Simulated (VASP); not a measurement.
# Ni2H (R-3m) in VASP: notebook

The runs below take Ni2H through single point, with PBEsol.

Program: VASP 6.6.1. These are calculated values, not measurements. Logs are shortened: lines on timing, memory, paths and dates and some standing lists are left out, and cuts for length are marked.

## 1. The cell of the first run

Symmetry: R-3m, No. 166, trigonal system. Conventional cell: a = 2.528 Å, b = 2.528 Å, c = 12.426 Å, α = 90.00°, β = 90.00°, γ = 120.00°. Ni (site symmetry 3m) has 3 H at 1.81 Å and 12 Ni at 2.48 to 2.59 Å within 2.6 Å. H (site symmetry -3m) has 6 Ni at 1.81 Å within 2.4 Å.

## 2. Single point, PBEsol, collinear spin, ferromagnetic start

File INCAR:

```
SYSTEM = Ni2H
PREC = Accurate
ENCUT = 520
EDIFF = 1E-6
ISMEAR = -1
SIGMA = 0.05
LREAL = .False.
LASPH = .True.
NELM = 150
ALGO = Normal
ISIF = 2
LWAVE = .False.
LCHARG = .False.
ISPIN = 2
MAGMOM = 1.2 1.2 0
LORBIT = 11
LMAXMIX = 4
GGA = PS
NBANDS = 22
```

File KPOINTS:

```
regular mesh
0
Gamma
  13 13 13
  0 0 0
```

File POSCAR:

```
Ni2H
1.0
    1.2642400000      0.7299100000      4.1420300000
   -1.2642400000      0.7299100000      4.1420300000
    0.0000000000     -1.4598200000      4.1420300000
Ni H
2 1
Direct
    0.7472700000      0.7472700000      0.7472700000
    0.2527300000      0.2527300000      0.2527300000
    0.5000000000      0.5000000000      0.5000000000
```

Potentials or basis: VASP PAW PBE potentials, release 64 (Ni, H).

The run is started by

```bash
$ cat potpaw_PBE.64/Ni/POTCAR potpaw_PBE.64/H/POTCAR > POTCAR
$ mpirun -np 1 vasp_std > vasp.out
```

OUTCAR:

```text
SYSTEM = Ni2H
   PREC = Accurate
   ENCUT = 520
   EDIFF = 1E-6
   ISMEAR = -1
   LREAL = .False.
   LASPH = .True.
   NELM = 150
   ISIF = 2
   ISPIN = 2
   LORBIT = 11
   GGA = PS

 ion  position               nearest neighbor table
   1  0.747  0.747  0.747-   3 1.81   3 1.81   3 1.81   2 2.48   2 2.48   2 2.48   2 2.59   2 2.59
                             2 2.59
   2  0.253  0.253  0.253-   3 1.81   3 1.81   3 1.81   1 2.48   1 2.48   1 2.48   1 2.59   1 2.59
                             1 2.59
   3  0.500  0.500  0.500-   2 1.81   2 1.81   1 1.81   1 1.81   2 1.81   1 1.81

  LATTYP: Found a trigonal (rhomboedric) cell.
 ALAT       =     4.3917518038
 COS(alpha) =     0.8342650660

  Lattice vectors:

 A1 = (   1.2642400000,   0.7299100000,   4.1420300000)
 A2 = (  -1.2642400000,   0.7299100000,   4.1420300000)
 A3 = (   0.0000000000,  -1.4598200000,   4.1420300000)

Analysis of symmetry for initial positions (statically):
=====================================================================
 Subroutine PRICEL returns:
 Original cell was already a primitive cell.

 Routine SETGRP: Setting up the symmetry group for a
 trigonal (rhombohedral) supercell.

 Subroutine GETGRP returns: Found 12 space group operations
 (whereof 12 operations were pure point group operations)
 out of a pool of 12 trial point group operations.

The static configuration has the point symmetry D_3d.

Analysis of symmetry for dynamics (positions and initial velocities):
=====================================================================
 Subroutine PRICEL returns:
 Original cell was already a primitive cell.

 Routine SETGRP: Setting up the symmetry group for a
 trigonal (rhombohedral) supercell.

 Subroutine GETGRP returns: Found 12 space group operations
 (whereof 12 operations were pure point group operations)
 out of a pool of 12 trial point group operations.

The dynamic configuration has the point symmetry D_3d.

Analysis of structural, dynamic, and magnetic symmetry:
=====================================================================
 Subroutine PRICEL returns:
 Original cell was already a primitive cell.

 Routine SETGRP: Setting up the symmetry group for a
 trigonal (rhombohedral) supercell.

 Subroutine GETGRP returns: Found 12 space group operations
 (whereof 12 operations were pure point group operations)
 out of a pool of 12 trial point group operations.

The overall configuration has the point symmetry D_3d.

 Subroutine INISYM returns: Found 12 space group operations
 (whereof 12 operations are pure point group operations),
 and found     1 'primitive' translations

----------------------------------------------------------------------------------------

                                     Primitive cell

  volume of cell :      22.9331

  direct lattice vectors                    reciprocal lattice vectors
     1.264240000  0.729910000  4.142030000     0.395494526  0.228338654  0.080475838
    -1.264240000  0.729910000  4.142030000    -0.395494526  0.228338654  0.080475838
     0.000000000 -1.459820000  4.142030000     0.000000000 -0.456677307  0.080475838

  length of vectors
     4.391751804  4.391751804  4.391752151     0.463714159  0.463714159  0.463713838

  position of ions in fractional coordinates (direct lattice)
     0.747270000  0.747270000  0.747270000
     0.252730000  0.252730000  0.252730000
     0.500000000  0.500000000  0.500000000

  ion indices of the primitive-cell ions
   primitive index   ion index
                 1           1
                 2           2
                 3           3

----------------------------------------------------------------------------------------

 KPOINTS: regular mesh

Automatic generation of k-mesh.
 Grid dimensions read from file:
 generate k-points for:   13   13   13

 Generating k-lattice:

  Cartesian coordinates                     Fractional coordinates (reciprocal lattice)
     0.030422656  0.017564512  0.006190449     0.076923077  0.000000000  0.000000000
    -0.030422656  0.017564512  0.006190449     0.000000000  0.076923077  0.000000000
     0.000000000 -0.035129024  0.006190449     0.000000000  0.000000000  0.076923077

  Length of vectors
     0.035670320  0.035670320  0.035670295

  Shift w.r.t. Gamma in fractional coordinates (k-lattice)
     0.000000000  0.000000000  0.000000000

 Subroutine IBZKPT returns following result:
 ===========================================

 Found    231 irreducible k-points:

 Following reciprocal coordinates:
            Coordinates               Weight
  0.000000  0.000000  0.000000      1.000000
  0.076923  0.000000  0.000000      6.000000
  0.153846  0.000000  0.000000      6.000000
  0.230769  0.000000  0.000000      6.000000
  0.307692  0.000000  0.000000      6.000000
  0.384615 -0.000000  0.000000      6.000000
[... 16 lines left out ...]
  0.384615  0.153846  0.000000     12.000000
  0.461538  0.153846  0.000000     12.000000
 [... further k-points ...]
   k-points           NKPTS =    231   k-points in BZ     NKDIM =    231   number of bands    NBANDS=     22
   number of dos      NEDOS =    301   number of ions     NIONS =      3
   total plane-waves  NPLWV =  46656
   dimension x,y,z NGX =    36 NGY =   36 NGZ =   36
   dimension x,y,z NGXF=    72 NGYF=   72 NGZF=   72
   ions per type =               2   1
   NGX,Y,Z   is equivalent  to a cutoff of  13.63, 13.63, 13.63 a.u.
   NGXF,Y,Z  is equivalent  to a cutoff of  27.25, 27.25, 27.25 a.u.
 SYSTEM =  Ni2H
   PREC   = accura    normal or accurate (medium, high low for compatibility)
   ISTART =      0    job   : 0-new  1-cont  2-samecut
   ICHARG =      2    charge: 1-file 2-atom 10-const
   ISPIN  =      2    spin polarized calculation?
   LNONCOLLINEAR =      F non collinear calculations
   LSORBIT =      F    spin-orbit coupling
   LASPH  =      T    aspherical Exc in radial PAW
   ENCUT  =  520.0 eV  38.22 Ry    6.18 a.u.   8.17  8.17  8.17*2*pi/ulx,y,z
   NELM   =    150;   NELMIN=  2; NELMDL= -5     # of ELM steps
   EDIFF  = 0.1E-05   stopping-criterion for ELM
   LREAL  =      F    real-space projection
   EDIFFG = 0.1E-04   stopping-criterion for IOM
   NSW    =      0    number of steps for IOM
   IBRION =     -1    ionic relax: 0-MD 1-quasi-New 2-CG
   NFREE  =      0    steps in history (QN), initial steepest desc. (CG)
   ISIF   =      2    stress and relaxation
   ISYM   =      2    0-nonsym 1-usesym 2-fastsym
   POTIM  = 0.5000    time-step for ionic-motion
   TEBEG  =    0.0;   TEEND  =   0.0 temperature during run
   PSTRESS=    0.0 pullay stress
   NELECT =      21.0000    total number of electrons
   NUPDOWN=      -1.0000    fix difference up-down
   EMIN   =  10.00;   EMAX   =-10.00  energy-range for DOS
   EFERMI =   0.00;   METHOD = LEGACY
   ISMEAR =    -1;   SIGMA  =   0.05  broadening in eV -4-tet -1-fermi 0-gaus
   EFERMI_NEDOS =   21; number of points for ismear=-14 and -15
   IALGO  =     38    algorithm
   IMIX   =      4    mixing-type and parameters
     AMIX     =   0.40;   BMIX     =  1.00
     AMIX_MAG =   1.60;   BMIX_MAG =  1.00
  volume/ion in A,a.u.               =       7.64        51.59
  Fermi-wavevector in a.u.,A,eV,Ry     =   1.589743  3.004178 34.385754  2.527282
  Thomas-Fermi vector in A             =   2.688545
   LORBIT       =     11    0 simple, 1 ext, 2 COOP (PROOUT), +10 PAW based schemes
   GGA     = PS    functional components
   LHFCALC =     F    Hartree Fock is set to
   AEXX    =    0.0000 exact exchange contribution
   IVDW    =     0    specifies the selected vdW correction
   LEPSILON=     F    determine dielectric tensor
   LRPA    =     F    only Hartree local field effects (RPA)
 spin polarized calculation
  energy-cutoff  :      520.00
  volume of cell :       22.93
 maximum number of plane-waves:       633
 NGX is ok and might be reduce to    36
   NGX = 17   NGY = 17   NGZ = 17

 number of electron      20.9999998 magnetization       0.3077600

 Free energy of the ion-electron system (eV)
  ---------------------------------------------------
  ext. energy  EPLUGINS =         0.00000000
  ---------------------------------------------------
  free energy    TOTEN  =       -15.78216202 eV

  energy without entropy =      -15.75225069  energy(sigma->0) =      -15.76720635

 E-fermi :   9.3574     XC(G=0): -13.5536

 val. band max:        9.3570485450   @ k =   0.4615   0.3077   0.3077
 cond. band min:       9.3599516112   @ k =   0.1538   0.0769   0.0769
 fundamental gap:      0.0029030662
 Fermi energy:         9.3573872671

 spin component 1

 k-point     1 :       0.0000    0.0000    0.0000
  band No.  band energies     occupation
      1      -2.1449      1.00000
      2       4.5696      1.00000
      3       6.4497      1.00000
      4       7.1963      1.00000
      5       7.1963      1.00000
      6       7.3196      1.00000
[... 14 lines left out ...]
     21      35.5981      0.00000
     22      35.9732      0.00000
[... 552 lines left out ...]
  band No.  band energies     occupation
      1       1.6294      1.00000
      2       5.6669      1.00000
      3       6.0731      1.00000
      4       6.2831      1.00000
      5       6.6210      1.00000
      6       6.9354      1.00000
[... 14 lines left out ...]
     21      35.8799      0.00000
     22      37.7942      0.00000

 [... further k-points ...]

 spin component 2

 k-point     1 :       0.0000    0.0000    0.0000
  band No.  band energies     occupation
      1      -2.1512      1.00000
      2       4.6644      1.00000
      3       6.4520      1.00000
      4       7.3397      1.00000
      5       7.3397      1.00000
      6       7.5044      1.00000
[... 14 lines left out ...]
     21      35.5789      0.00000
     22      35.9829      0.00000
[... 552 lines left out ...]
  band No.  band energies     occupation
      1       1.6394      1.00000
      2       5.7339      1.00000
      3       6.2013      1.00000
      4       6.4375      1.00000
      5       6.7563      1.00000
      6       7.0739      1.00000
[... 14 lines left out ...]
     21      35.8906      0.00000
     22      37.8024      0.00000

 [... further k-points ...]
[... 5 lines left out ...]
  --------------------------------------------------------------------------------------
  -------------------------------------------------------------------------------------
  Total       -0.2156331     -0.2156336     -0.2983890      0.0000000      0.0000000      0.0000000
  in kB      -15.0647794    -15.0648081    -20.8463497      0.0000000      0.0000000      0.0000000
  external PRESSURE =     -16.9919791 kB  Pullay stress =       0.0000000 kB

 VOLUME and BASIS-vectors are now :
 -----------------------------------------------------------------------------
  energy-cutoff  :      520.00
  volume of cell :       22.93
      direct lattice vectors                 reciprocal lattice vectors
     1.264240000  0.729910000  4.142030000     0.395494526  0.228338654  0.080475838
    -1.264240000  0.729910000  4.142030000    -0.395494526  0.228338654  0.080475838
     0.000000000 -1.459820000  4.142030000     0.000000000 -0.456677307  0.080475838

 POSITION                                       TOTAL-FORCE (eV/Angst)
 -----------------------------------------------------------------------------------
      0.00000      0.00000      9.28564        -0.000000      0.000000     -0.010834
      0.00000      0.00000      3.14045        -0.000000     -0.000000      0.010834
      0.00000      0.00000      6.21305         0.000000     -0.000000      0.000000
 -----------------------------------------------------------------------------------
    total drift:                               -0.000000      0.000000     -0.000000

  FREE ENERGIE OF THE ION-ELECTRON SYSTEM (eV)
  ---------------------------------------------------
  free  energy   TOTEN  =       -15.7821620190 eV

  energy  without entropy=      -15.7522506890  energy(sigma->0) =      -15.76720635

 total charge

# of ion       s       p       d       tot
------------------------------------------
    1        0.465   0.539   8.423   9.427
    2        0.465   0.539   8.423   9.427
    3        0.498   0.042   0.000   0.540
--------------------------------------------------
tot          1.428   1.119  16.846  19.394

 magnetization (x)

# of ion       s       p       d       tot
------------------------------------------
    1       -0.002  -0.005   0.165   0.158
    2       -0.002  -0.005   0.165   0.158
    3       -0.001  -0.001   0.000  -0.002
--------------------------------------------------
tot         -0.005  -0.011   0.329   0.314
```

Run time: 5.7 min. Hardware: 1 thread of Intel Xeon 8581C, shared host; peak memory 0.36 GiB.

What came out:

| Quantity | Value |
| --- | --- |
| Free energy | -15.7822 eV |
| Pressure | -1.7 GPa |
| Largest force | 0.011 eV/Å |
| Net moment | 0.31 μB per cell |
| Site moments | Ni +0.16; H -0.00 μB |
| Valence electrons inside the program's atomic spheres | Ni 9.43; H 0.54 |

Forces on the atoms (eV/Å):
```
Ni   0.000  0.000 -0.011
Ni   0.000  0.000  0.011
H    0.000  0.000  0.000
```

Caveat: the PAW data sets were made with another functional, which shifts forces and pressure a little.

(Continued in part 2 of 2.)
